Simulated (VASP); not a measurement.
# TaN (P6_3mc) in VASP: further runs

Runs on TaN. Level: PBE. Tasks: single point.

All numbers are computed with VASP 6.6.1; they aren't measurements. Logs are shortened: lines on timing, memory, paths and dates and some standing lists are left out, and cuts for length are marked.

## Step 1: The cell of the first run

The structure is hexagonal, space group P6_3mc (No. 186). The conventional cell has a = 3.066 Å, b = 3.066 Å, c = 6.066 Å, α = 90.00°, β = 90.00°, γ = 120.00°. Within 2.6 Å of Ta (site symmetry 3m) lie 4 N at 1.95 to 2.08 Å. N (site symmetry 3m) has 4 Ta at 1.95 to 2.08 Å within 2.6 Å.

## Step 2: Single point, PBE (12.34 Å³/atom)

INCAR reads:

```
PREC     = Accurate       # precision mode
ENCUT    = 700            # plane-wave cutoff, eV
EDIFF    = 1E-6           # SCF threshold, eV
ISMEAR   = 0              # smearing method
SIGMA    = 0.1            # smearing width, eV
LREAL    = False          # projectors in reciprocal space
LASPH    = True           # aspherical terms in the spheres
NELM     = 120            # most SCF steps
ALGO     = Normal         # electronic algorithm
ISIF     = 2              # what is computed and relaxed
LWAVE    = False          # write WAVECAR
LCHARG   = False          # write CHGCAR
GGA      = PE             # functional
NBANDS   = 26             # bands
GGA_COMPAT= False
```

KPOINTS reads:

```
regular mesh
0
Gamma
  18 18 8
```

POSCAR reads:

```
TaN
1.0
    3.0656317053      0.0000000000      0.0000000000
   -1.5328158527      2.6549149354      0.0000000000
    0.0000000000      0.0000000000      6.0661921314
Ta N
2 2
Direct
    0.3333333333      0.6666666667      0.0320342213
    0.6666666667      0.3333333333      0.5320342213
    0.3333333333      0.6666666667      0.3529657787
    0.6666666667      0.3333333333      0.8529657787
```

Potentials or basis: VASP PAW PBE potentials, release 64 (Ta_sv_GW, N).

Run with:

```sh
$ cat potpaw_PBE.64/Ta_sv_GW/POTCAR potpaw_PBE.64/N/POTCAR > POTCAR
$ mpirun -np 1 vasp_std > vasp.out
```

OUTCAR:

```text
PREC = Accurate
   ENCUT = 700
   EDIFF = 1E-6
   ISMEAR = 0
   LREAL = False
   LASPH = True
   NELM = 120
   ISIF = 2
   GGA = PE

 ion  position               nearest neighbor table
   1  0.333  0.667  0.032-   3 1.95   4 2.08   4 2.08   4 2.08
   2  0.667  0.333  0.532-   4 1.95   3 2.08   3 2.08   3 2.08
   3  0.333  0.667  0.353-   1 1.95   2 2.08   2 2.08   2 2.08
   4  0.667  0.333  0.853-   2 1.95   1 2.08   1 2.08   1 2.08

  LATTYP: Found a hexagonal cell.
 ALAT       =     3.0656317053
 C/A-ratio  =     1.9787739411

  Lattice vectors:

 A1 = (   3.0656317053,   0.0000000000,   0.0000000000)
 A2 = (  -1.5328158527,   2.6549149354,   0.0000000000)
 A3 = (   0.0000000000,   0.0000000000,   6.0661921314)

Analysis of symmetry for initial positions (statically):
=====================================================================
 Subroutine PRICEL returns:
 Original cell was already a primitive cell.

 Routine SETGRP: Setting up the symmetry group for a
 hexagonal supercell.

 Subroutine GETGRP returns: Found 12 space group operations
 (whereof  6 operations were pure point group operations)
 out of a pool of 24 trial point group operations.

The static configuration has the point symmetry C_3v.
 The point group associated with its full space group is C_6v.

Analysis of symmetry for dynamics (positions and initial velocities):
=====================================================================
 Subroutine PRICEL returns:
 Original cell was already a primitive cell.

 Routine SETGRP: Setting up the symmetry group for a
 hexagonal supercell.

 Subroutine GETGRP returns: Found 12 space group operations
 (whereof  6 operations were pure point group operations)
 out of a pool of 24 trial point group operations.

The dynamic configuration has the point symmetry C_3v.
 The point group associated with its full space group is C_6v.

 Subroutine INISYM returns: Found 12 space group operations
 (whereof  6 operations are pure point group operations),
 and found     1 'primitive' translations

----------------------------------------------------------------------------------------

                                     Primitive cell

  volume of cell :      49.3727

  direct lattice vectors                    reciprocal lattice vectors
     3.065631705  0.000000000  0.000000000     0.326197044  0.188329951  0.000000000
    -1.532815853  2.654914935  0.000000000     0.000000000  0.376659902  0.000000000
     0.000000000  0.000000000  6.066192131     0.000000000  0.000000000  0.164848059

  length of vectors
     3.065631705  3.065631705  6.066192131     0.376659902  0.376659902  0.164848059

  position of ions in fractional coordinates (direct lattice)
     0.333333333  0.666666667  0.032034221
     0.666666667  0.333333333  0.532034221
     0.333333333  0.666666667  0.352965779
     0.666666667  0.333333333  0.852965779

  ion indices of the primitive-cell ions
   primitive index   ion index
                 1           1
                 2           2
                 3           3
                 4           4

----------------------------------------------------------------------------------------

 KPOINTS: regular mesh

Automatic generation of k-mesh.
 Grid dimensions read from file:
 generate k-points for:   18   18    8

 Generating k-lattice:

  Cartesian coordinates                     Fractional coordinates (reciprocal lattice)
     0.018122058  0.010462775  0.000000000     0.055555556 -0.000000000  0.000000000
     0.000000000  0.020925550  0.000000000     0.000000000  0.055555556  0.000000000
     0.000000000  0.000000000  0.020606007     0.000000000  0.000000000  0.125000000

  Length of vectors
     0.020925550  0.020925550  0.020606007

  Shift w.r.t. Gamma in fractional coordinates (k-lattice)
     0.000000000  0.000000000  0.000000000

 Subroutine IBZKPT returns following result:
 ===========================================

 Found    185 irreducible k-points:

 Following reciprocal coordinates:
            Coordinates               Weight
  0.000000  0.000000  0.000000      1.000000
  0.055556 -0.000000  0.000000      6.000000
  0.111111 -0.000000  0.000000      6.000000
  0.166667 -0.000000  0.000000      6.000000
  0.222222 -0.000000  0.000000      6.000000
  0.277778 -0.000000  0.000000      6.000000
[... 16 lines left out ...]
  0.333333  0.111111  0.000000     12.000000
  0.388889  0.111111  0.000000     12.000000
 [... further k-points ...]
   k-points           NKPTS =    185   k-points in BZ     NKDIM =    185   number of bands    NBANDS=     26
   number of dos      NEDOS =    301   number of ions     NIONS =      4
   total plane-waves  NPLWV =  42336
   dimension x,y,z NGX =    28 NGY =   28 NGZ =   54
   dimension x,y,z NGXF=    56 NGYF=   56 NGZF=  108
   ions per type =               2   2
   NGX,Y,Z   is equivalent  to a cutoff of  15.18, 15.18, 14.80 a.u.
   NGXF,Y,Z  is equivalent  to a cutoff of  30.37, 30.37, 29.60 a.u.
 SYSTEM =  unknown system
   PREC   = accura    normal or accurate (medium, high low for compatibility)
   ISTART =      0    job   : 0-new  1-cont  2-samecut
   ICHARG =      2    charge: 1-file 2-atom 10-const
   ISPIN  =      1    spin polarized calculation?
   LNONCOLLINEAR =      F non collinear calculations
   LSORBIT =      F    spin-orbit coupling
   LASPH  =      T    aspherical Exc in radial PAW
   ENCUT  =  700.0 eV  51.45 Ry    7.17 a.u.   6.61  6.61 13.09*2*pi/ulx,y,z
   NELM   =    120;   NELMIN=  2; NELMDL= -5     # of ELM steps
   EDIFF  = 0.1E-05   stopping-criterion for ELM
   LREAL  =      F    real-space projection
   EDIFFG = 0.1E-04   stopping-criterion for IOM
   NSW    =      0    number of steps for IOM
   IBRION =     -1    ionic relax: 0-MD 1-quasi-New 2-CG
   NFREE  =      0    steps in history (QN), initial steepest desc. (CG)
   ISIF   =      2    stress and relaxation
   ISYM   =      2    0-nonsym 1-usesym 2-fastsym
   POTIM  = 0.5000    time-step for ionic-motion
   TEBEG  =    0.0;   TEEND  =   0.0 temperature during run
   PSTRESS=    0.0 pullay stress
   NELECT =      36.0000    total number of electrons
   NUPDOWN=      -1.0000    fix difference up-down
   EMIN   =  10.00;   EMAX   =-10.00  energy-range for DOS
   EFERMI =   0.00;   METHOD = LEGACY
   ISMEAR =     0;   SIGMA  =   0.10  broadening in eV -4-tet -1-fermi 0-gaus
   EFERMI_NEDOS =   21; number of points for ismear=-14 and -15
   IALGO  =     38    algorithm
   IMIX   =      4    mixing-type and parameters
     AMIX     =   0.40;   BMIX     =  1.00
     AMIX_MAG =   1.60;   BMIX_MAG =  1.00
  volume/ion in A,a.u.               =      12.34        83.30
  Fermi-wavevector in a.u.,A,eV,Ry     =   1.473488  2.784489 29.540538  2.171168
  Thomas-Fermi vector in A             =   2.588375
   LORBIT       =      0    0 simple, 1 ext, 2 COOP (PROOUT), +10 PAW based schemes
   GGA     = PE    functional components
   LHFCALC =     F    Hartree Fock is set to
   AEXX    =    0.0000 exact exchange contribution
   IVDW    =     0    specifies the selected vdW correction
   LEPSILON=     F    determine dielectric tensor
   LRPA    =     F    only Hartree local field effects (RPA)
 non-spin polarized calculation
 Gauss-broadening in eV      SIGMA  =   0.10
  energy-cutoff  :      700.00
  volume of cell :       49.37
 maximum number of plane-waves:      2127
 NGX is ok and might be reduce to    28
   NGX = 13   NGY = 13   NGZ = 27

 number of electron      36.0000000 magnetization

 Free energy of the ion-electron system (eV)
  ---------------------------------------------------
  ext. energy  EPLUGINS =         0.00000000
  ---------------------------------------------------
  free energy    TOTEN  =       -48.26405748 eV

  energy without entropy =      -48.26019460  energy(sigma->0) =      -48.26212604

 E-fermi :  10.6535     XC(G=0): -12.7214

 val. band max:       10.6469873583   @ k =   0.3333   0.2778   0.1250
 cond. band min:      10.6648074369   @ k =   0.1111  -0.0000   0.5000
 fundamental gap:      0.0178200786
 Fermi energy:        10.6535269918

 k-point     1 :       0.0000    0.0000    0.0000
  band No.  band energies     occupation
      1     -57.9633      2.00000
      2     -57.9513      2.00000
      3     -24.9013      2.00000
      4     -24.5032      2.00000
      5     -24.1721      2.00000
      6     -24.1721      2.00000
[... 18 lines left out ...]
     25      16.1041      0.00000
     26      17.5337      0.00000

 k-point     2 :       0.0556   -0.0000    0.0000
  band No.  band energies     occupation
      1     -57.9618      2.00000
      2     -57.9500      2.00000
      3     -24.8952      2.00000
      4     -24.5023      2.00000
      5     -24.1939      2.00000
      6     -24.1773      2.00000
[... 18 lines left out ...]
     25      16.3279      0.00000
     26      17.3290      0.00000

 k-point     3 :       0.1111   -0.0000    0.0000
  band No.  band energies     occupation
      1     -57.9577      2.00000
      2     -57.9464      2.00000
      3     -24.8778      2.00000
      4     -24.4999      2.00000
      5     -24.2563      2.00000
      6     -24.2280      2.00000
[... 18 lines left out ...]
     25      16.9251      0.00000
     26      17.0466      0.00000

 k-point     4 :       0.1667   -0.0000    0.0000
  band No.  band energies     occupation
      1     -57.9515      2.00000
      2     -57.9408      2.00000
      3     -24.8507      2.00000
      4     -24.4972      2.00000
      5     -24.3507      2.00000
      6     -24.3249      2.00000
[... 18 lines left out ...]
     25      16.8038      0.00000
     26      17.7594      0.00000
[... 496 lines left out ...]
      1     -57.9253      2.00000
      2     -57.9187      2.00000
      3     -24.7602      2.00000
      4     -24.6862      2.00000
      5     -24.6450      2.00000
      6     -24.4954      2.00000
[... 18 lines left out ...]
     25      16.8563      0.00000
     26      17.6409      0.00000

 k-point    23 :       0.3333    0.1111    0.0000
  band No.  band energies     occupation
      1     -57.9190      2.00000
      2     -57.9139      2.00000
      3     -24.8001      2.00000
      4     -24.7576      2.00000
      5     -24.6508      2.00000
      6     -24.5029      2.00000
[... 18 lines left out ...]
     25      16.8989      0.00000
     26      17.0826      0.00000

 k-point    24 :       0.3889    0.1111    0.0000
  band No.  band energies     occupation
      1     -57.9148      2.00000
      2     -57.9108      2.00000
      3     -24.8438      2.00000
      4     -24.8041      2.00000
      5     -24.6322      2.00000
      6     -24.5117      2.00000
[... 18 lines left out ...]
     25      16.3558      0.00000
     26      17.1219      0.00000

 [... further k-points ...]

------------------------ aborting loop because EDIFF is reached ----------------------------------------

  FORCE on cell =-STRESS in cart. coord.  units (eV):
  Direction    XX          YY          ZZ          XY          YZ          ZX
  --------------------------------------------------------------------------------------
  -------------------------------------------------------------------------------------
  Total        5.0949651      5.0949651      5.2402498     -0.0000000      0.0000000     -0.0000000
  in kB      165.3350944    165.3350944    170.0496803     -0.0000000      0.0000000     -0.0000000
  external PRESSURE =     166.9066230 kB  Pullay stress =       0.0000000 kB

 VOLUME and BASIS-vectors are now :
 -----------------------------------------------------------------------------
  energy-cutoff  :      700.00
  volume of cell :       49.37
      direct lattice vectors                 reciprocal lattice vectors
     3.065631705  0.000000000  0.000000000     0.326197044  0.188329951  0.000000000
    -1.532815853  2.654914935  0.000000000     0.000000000  0.376659902  0.000000000
     0.000000000  0.000000000  6.066192131     0.000000000  0.000000000  0.164848059

 POSITION                                       TOTAL-FORCE (eV/Angst)
 -----------------------------------------------------------------------------------
     -0.00000      1.76994      0.19433        -0.000000     -0.000000     -0.008920
      1.53282      0.88497      3.22742        -0.000000      0.000000     -0.008920
     -0.00000      1.76994      2.14116         0.000000      0.000000      0.008920
      1.53282      0.88497      5.17425         0.000000     -0.000000      0.008920
 -----------------------------------------------------------------------------------
    total drift:                               -0.000001      0.000000     -0.000200

  FREE ENERGIE OF THE ION-ELECTRON SYSTEM (eV)
  ---------------------------------------------------
  free  energy   TOTEN  =       -48.2640574842 eV

  energy  without entropy=      -48.2601946011  energy(sigma->0) =      -48.26212604
```

It took 7.7 min on 1 thread of Intel Xeon Platinum 8488C (Sapphire Rapids), shared host; peak memory 0.42 GiB.

Results:

| Property | Result |
| --- | --- |
| Free energy | -48.2641 eV |
| Pressure | 16.7 GPa |
| Largest force | 0.009 eV/Å |
| Band gap on the k mesh | zero (bands 18 and 19 overlap by 0.32 eV) |

Forces in eV/Å, atoms in the order of the input:
```
Ta   0.000  0.000 -0.009
Ta   0.000  0.000 -0.009
N    0.000  0.000  0.009
N    0.000  0.000  0.009
```

Stress tensor (GPa, compression positive):
```
16.53  0.00  0.00
 0.00 16.53  0.00
 0.00  0.00 17.00
```

Caveat: the cell stands under pressure; spin-orbit coupling is left out, which moves the levels of the heavy elements.

## Step 3: Single point, PBE

This run uses another cell than the first one, of 13.13 Å³/atom.

INCAR reads:

```
SYSTEM = TaN
ALGO = Normal ; EDIFF = 1E-6
ENCUT = 700 ; GGA = PE
GGA_COMPAT = .FALSE. ; ISIF = 2
ISMEAR = 0 ; LASPH = .TRUE.
LCHARG = .FALSE. ; LREAL = .FALSE.
LWAVE = .FALSE. ; NBANDS = 26
NELM = 120 ; PREC = Accurate
SIGMA = 0.1
```

KPOINTS reads:

```
k-points
0
G
  18 18 8
  0 0 0
```

POSCAR reads:

```
TaN
1.0
    3.1518925591      0.0000000000      0.0000000000
   -1.5759462796      2.7296190262      0.0000000000
    0.0000000000      0.0000000000      6.1049970105
Ta N
2 2
Direct
    0.3333333333      0.6666666667      0.0305473924
    0.6666666667      0.3333333333      0.5305473924
    0.3333333333      0.6666666667      0.3544526076
    0.6666666667      0.3333333333      0.8544526076
```

Potentials or basis: VASP PAW PBE potentials, release 64 (Ta_sv_GW, N).

Run with:

```sh
$ cat potpaw_PBE.64/Ta_sv_GW/POTCAR potpaw_PBE.64/N/POTCAR > POTCAR
$ mpirun -np 1 vasp_std > vasp.out
```

Wall time 11 min (1 thread of AMD EPYC 7R13 (Zen 3), shared host); peak memory 0.44 GiB.

Results (log left out):

```yaml
Free_energy: -48.4245 eV
Pressure: -0.1 GPa
Largest_force: 0.011 eV/Å
Band_gap_on_the_k_mesh: zero (bands 18 and 19 overlap by 0.41 eV)
```

Forces on the atoms (eV/Å):
```
Ta   0.000  0.000 -0.011
Ta   0.000  0.000 -0.011
N    0.000  0.000  0.011
N    0.000  0.000  0.011
```

Stress tensor (GPa, compression positive):
```
-0.14  0.00  0.00
 0.00 -0.14  0.00
 0.00  0.00  0.12
```

Levels at points of the mesh, in eV from the Fermi level:
```tsv
k point	band 16	band 17	band 18	band 19	band 20	band 21
(0.00, 0.00, 0.00)	-4.47	-0.86	-0.70	0.15	0.15	2.17
(0.50, 0.00, 0.00)	-3.66	-2.28	-0.50	1.17	2.14	2.63
(0.00, 0.00, 0.50)	-4.94	0.18	0.18	0.97	0.97	0.97
(0.50, 0.00, 0.50)	-4.75	-0.92	-0.92	1.47	1.47	3.27
```

Caveat: spin-orbit coupling is left out, which moves the levels of the heavy elements.

The gap in the log of VASP goes by the Fermi energy; the results here count the filled bands.